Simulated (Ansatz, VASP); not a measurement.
# One calculation of HfN, two programs

```xyz
2
Lattice="0.0000 2.2590 2.2590 2.2590 0.0000 2.2590 2.2590 2.2590 0.0000" Properties=species:S:1:pos:R:3 pbc="T T T"
Hf    0.0000    0.0000    0.0000
N     2.2590    2.1264    2.1264
```

Change from the starting cell: all N atoms moved +0.188 Å, as atom 2 towards its neighbour atom 2 (N) at 3.195 Å.

Alike in both runs: task single point; functional PBE; k mesh 18 × 18 × 18; occupations gaussian, width 0.15 eV; no spin polarisation.

```csv
,VASP,Ansatz
version,VASP 6.6.1,Ansatz 0.2.0
potentials or method,"VASP PAW PBE potentials, release 64 (Hf_pv, N), cutoff 520 eV","scalar-relativistic, plane waves, PAW"
valence electrons in the cell,15,31
```

Ansatz gave:

* gap on the k mesh at the Fermi level (eV): none
* pressure (GPa): 10.0
* traceless stress, the component that is largest in VASP (GPa): -4.41
* rms of the force components (eV/Å): 1.253

**Question.** What did VASP give for the same quantities?

**Answer.** gap on the k mesh at the Fermi level (eV): none; pressure (GPa): 7.7; traceless stress, the component that is largest in VASP (GPa): -4.39; rms of the force components (eV/Å): 1.257.

Atom by atom the forces differ by 0.003 eV/Å (rms over components). A gap of «none» marks a metal or a gap that the smearing closes. The functional is the same, so the differences come from potentials, cutoffs and numerics. VASP's potentials hold 15 valence electrons a cell and Ansatz's 31, so a difference there can come from the potentials and not from the codes.

Spin-orbit coupling is off throughout.
